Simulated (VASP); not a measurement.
# FeCo (Pm-3m) in VASP: a series of runs, part 2 of 2

VASP 6.6.1. The steps go on from the part before.

## (3) Electric field gradients, PBE, collinear spin, ferromagnetic start (volume scaled by 1.05)

Input file INCAR:

```
SYSTEM = FeCo
PREC = Accurate
ENCUT = 520
EDIFF = 1E-8
ISMEAR = -1
SIGMA = 0.05
LREAL = .False.
LASPH = .True.
NELM = 200
ALGO = Normal
ISIF = 2
LWAVE = .False.
LCHARG = .False.
ISPIN = 2
MAGMOM = 3 2
LORBIT = 11
LMAXMIX = 4
GGA = PE
LEFG = .True.
NBANDS = 20
GGA_COMPAT = .False.
```

Input file KPOINTS:

```
Automatic mesh
0
Gamma
  11 11 11
  0 0 0
```

Input file POSCAR:

```
FeCo
1.0
    2.9038443914      0.0000000000      0.0000000000
    0.0000000000      2.9038443914      0.0000000000
    0.0000000000      0.0000000000      2.9038443914
Fe Co
1 1
Direct
    0.5000000000      0.5000000000      0.5000000000
    0.0000000000      0.0000000000      0.0000000000
```

Potentials or basis: VASP PAW PBE potentials, release 64 (Fe, Co).

Started as:

```bash
> cat potpaw_PBE.64/Fe/POTCAR potpaw_PBE.64/Co/POTCAR > POTCAR
> mpirun -np 1 vasp_std > vasp.out
```

OUTCAR:

```text
SYSTEM = FeCo
   PREC = Accurate
   ENCUT = 520
   EDIFF = 1E-8
   ISMEAR = -1
   LREAL = .False.
   LASPH = .True.
   NELM = 200
   ISIF = 2
   ISPIN = 2
   LORBIT = 11
   GGA = PE

 ion  position               nearest neighbor table
   1  0.500  0.500  0.500-   2 2.51   2 2.51   2 2.51   2 2.51   2 2.51   2 2.51   2 2.51   2 2.51

   2  0.000  0.000  0.000-   1 2.51   1 2.51   1 2.51   1 2.51   1 2.51   1 2.51   1 2.51   1 2.51

  LATTYP: Found a simple cubic cell.
 ALAT       =     2.9038443914

  Lattice vectors:

 A1 = (   2.9038443914,   0.0000000000,   0.0000000000)
 A2 = (   0.0000000000,   2.9038443914,   0.0000000000)
 A3 = (   0.0000000000,   0.0000000000,   2.9038443914)

Analysis of symmetry for initial positions (statically):
=====================================================================
 Subroutine PRICEL returns:
 Original cell was already a primitive cell.

 Routine SETGRP: Setting up the symmetry group for a
[... 1325 lines left out ...]
    total drift:                                0.000000      0.000000     -0.000000

  FREE ENERGIE OF THE ION-ELECTRON SYSTEM (eV)
  ---------------------------------------------------
  free  energy   TOTEN  =       -15.3535750236 eV

  energy  without entropy=      -15.3418825548  energy(sigma->0) =      -15.34772879

 Electric field gradients (V/A^2)
---------------------------------------------------------------------
 ion       V_xx      V_yy      V_zz      V_xy      V_xz      V_yz
---------------------------------------------------------------------
   1      -0.000    -0.000     0.000    -0.000    -0.000    -0.000
   2       0.000     0.000     0.000    -0.000     0.000    -0.000
---------------------------------------------------------------------

 Electric field gradients after diagonalization (V/A^2)
 (convention: |V_zz| > |V_xx| > |V_yy|)
----------------------------------------------------------------------
 ion       V_xx      V_yy      V_zz     asymmetry (V_yy - V_xx)/ V_zz
----------------------------------------------------------------------
   1      -0.000     0.000    -0.000      -0.273
   2       0.000     0.000     0.000      -0.140
----------------------------------------------------------------------

           NMR quadrupolar parameters

 Cq : quadrupolar parameter    Cq=e*Q*V_zz/h
 eta: asymmetry parameters     (V_yy - V_xx)/ V_zz
 Q  : nuclear electric quadrupole moment in mb (millibarn)
----------------------------------------------------------------------
 ion       Cq(MHz)       eta       Q (mb)
----------------------------------------------------------------------
   1      -0.000      -0.273       1.000
   2       0.000      -0.140       1.000
----------------------------------------------------------------------

 total charge

# of ion       s       p       d       tot
------------------------------------------
    1        0.450   0.477   6.106   7.033
    2        0.459   0.461   7.211   8.131
--------------------------------------------------
tot          0.910   0.938  13.316  15.165

 magnetization (x)

# of ion       s       p       d       tot
------------------------------------------
    1        0.003  -0.044   2.888   2.846
    2       -0.011  -0.055   1.849   1.783
--------------------------------------------------
tot         -0.008  -0.099   4.737   4.629
```

stdout:

```text
POSCAR found type information on POSCAR FeCo
 POSCAR found :  2 types and       2 ions
 scaLAPACK will be used
 LDA part: xc-table for (Slater+PW92), standard interpolation
 POSCAR, INCAR and KPOINTS ok, starting setup
 FFT: planning ... GRIDC
 FFT: planning ... GRID_SOFT
 FFT: planning ... GRID
 WAVECAR not read
 entering main loop
ion   1

ion   2
```

Wall time 43 s (1 thread of Intel Xeon Platinum 8259CL at 2.50GHz (Skylake/Cascade Lake), shared host); peak memory 0.18 GiB.

Results:

| Quantity | Value |
| --- | --- |
| Free energy | -15.3536 eV |
| Pressure | -10.6 GPa |
| Net moment | 4.59 μB per cell |
| Site moments | Fe +2.85; Co +1.78 μB |
| Valence electrons inside the program's atomic spheres | Fe 7.03; Co 8.13 |

Caveat: without QUAD_EFG the Cq values of the log hold for a quadrupole moment of 1 mb, not for the nuclei.

## (4) Electric field gradients, PBE, collinear spin, ferromagnetic start (volume scaled by 1.05)

Input file INCAR:

```
PREC     = Accurate       # precision mode
ENCUT    = 520            # plane-wave cutoff, eV
EDIFF    = 1E-8           # SCF threshold, eV
ISMEAR   = -1             # smearing method
SIGMA    = 0.05           # smearing width, eV
LREAL    = False          # projectors in reciprocal space
LASPH    = True           # aspherical terms in the spheres
NELM     = 200            # most SCF steps
ALGO     = Normal         # electronic algorithm
ISIF     = 2              # what is computed and relaxed
LWAVE    = False          # write WAVECAR
LCHARG   = False          # write CHGCAR
ISPIN    = 2              # spin polarisation
MAGMOM   = 3 2            # initial moments
LORBIT   = 11             # projections on sites
LMAXMIX  = 4              # l up to which the mixer works
GGA      = PE             # functional
LEFG     = True         
NBANDS   = 20             # bands
GGA_COMPAT= False
```

Input file KPOINTS:

```
regular mesh
0
Gamma
  11 11 11
```

POSCAR is that of step 3.

Potentials or basis: VASP PAW PBE potentials, release 64 (Fe, Co).

Started as:

```bash
> cat potpaw_PBE.64/Fe/POTCAR potpaw_PBE.64/Co/POTCAR > POTCAR
> mpirun -np 1 vasp_std > vasp.out
```

OUTCAR:

```text
PREC = Accurate
   ENCUT = 520
   EDIFF = 1E-8
   ISMEAR = -1
   LREAL = False
   LASPH = True
   NELM = 200
   ISIF = 2
   ISPIN = 2
   LORBIT = 11
   GGA = PE

 ion  position               nearest neighbor table
   1  0.500  0.500  0.500-   2 2.51   2 2.51   2 2.51   2 2.51   2 2.51   2 2.51   2 2.51   2 2.51

   2  0.000  0.000  0.000-   1 2.51   1 2.51   1 2.51   1 2.51   1 2.51   1 2.51   1 2.51   1 2.51

  LATTYP: Found a simple cubic cell.
 ALAT       =     2.9038443914

  Lattice vectors:

 A1 = (   2.9038443914,   0.0000000000,   0.0000000000)
 A2 = (   0.0000000000,   2.9038443914,   0.0000000000)
 A3 = (   0.0000000000,   0.0000000000,   2.9038443914)

Analysis of symmetry for initial positions (statically):
=====================================================================
 Subroutine PRICEL returns:
 Original cell was already a primitive cell.

 Routine SETGRP: Setting up the symmetry group for a
 simple cubic supercell.

[... 1322 lines left out ...]
 -----------------------------------------------------------------------------------
    total drift:                                0.000000      0.000000     -0.000000

  FREE ENERGIE OF THE ION-ELECTRON SYSTEM (eV)
  ---------------------------------------------------
  free  energy   TOTEN  =       -15.3535750236 eV

  energy  without entropy=      -15.3418825548  energy(sigma->0) =      -15.34772879

 Electric field gradients (V/A^2)
---------------------------------------------------------------------
 ion       V_xx      V_yy      V_zz      V_xy      V_xz      V_yz
---------------------------------------------------------------------
   1      -0.000    -0.000     0.000    -0.000    -0.000    -0.000
   2       0.000     0.000     0.000    -0.000     0.000    -0.000
---------------------------------------------------------------------

 Electric field gradients after diagonalization (V/A^2)
 (convention: |V_zz| > |V_xx| > |V_yy|)
----------------------------------------------------------------------
 ion       V_xx      V_yy      V_zz     asymmetry (V_yy - V_xx)/ V_zz
----------------------------------------------------------------------
   1      -0.000     0.000    -0.000      -0.273
   2       0.000     0.000     0.000      -0.140
----------------------------------------------------------------------

           NMR quadrupolar parameters

 Cq : quadrupolar parameter    Cq=e*Q*V_zz/h
 eta: asymmetry parameters     (V_yy - V_xx)/ V_zz
 Q  : nuclear electric quadrupole moment in mb (millibarn)
----------------------------------------------------------------------
 ion       Cq(MHz)       eta       Q (mb)
----------------------------------------------------------------------
   1      -0.000      -0.273       1.000
   2       0.000      -0.140       1.000
----------------------------------------------------------------------

 total charge

# of ion       s       p       d       tot
------------------------------------------
    1        0.450   0.477   6.106   7.033
    2        0.459   0.461   7.211   8.131
--------------------------------------------------
tot          0.910   0.938  13.316  15.165

 magnetization (x)

# of ion       s       p       d       tot
------------------------------------------
    1        0.003  -0.044   2.888   2.846
    2       -0.011  -0.055   1.849   1.783
--------------------------------------------------
tot         -0.008  -0.099   4.737   4.629
```

It took 43 s on 1 thread of Intel Xeon Platinum 8259CL at 2.50GHz (Skylake/Cascade Lake), shared host; peak memory 0.17 GiB.

Results:

```
Free energy                                           : -15.3536 eV
Pressure                                              : -10.6 GPa
Net moment                                            : 4.59 μB per cell
Site moments                                          : Fe +2.85; Co +1.78 μB
Valence electrons inside the program's atomic spheres : Fe 7.03; Co 8.13
```

Levels at points of the mesh, in eV from the Fermi level:
Spin up:
| k point | band 8 | band 9 | band 10 | band 11 | band 12 | band 13 | band 14 | band 15 |
| --- | --- | --- | --- | --- | --- | --- | --- | --- |
| (0.00, 0.00, 0.00) | -2.08 | -1.05 | -1.05 | -1.05 | 8.66 | 8.66 | 8.66 | 14.03 |
Spin down:
```
           k point  band 2  band 3  band 4  band 5  band 6  band 7  band 8  band 9  band 10  band 11
(0.00, 0.00, 0.00)   -3.18   -3.18   -1.08   -1.08   -1.08    0.78    0.78    1.39     1.39     1.39
```

Caveat: without QUAD_EFG the Cq values of the log hold for a quadrupole moment of 1 mb, not for the nuclei.
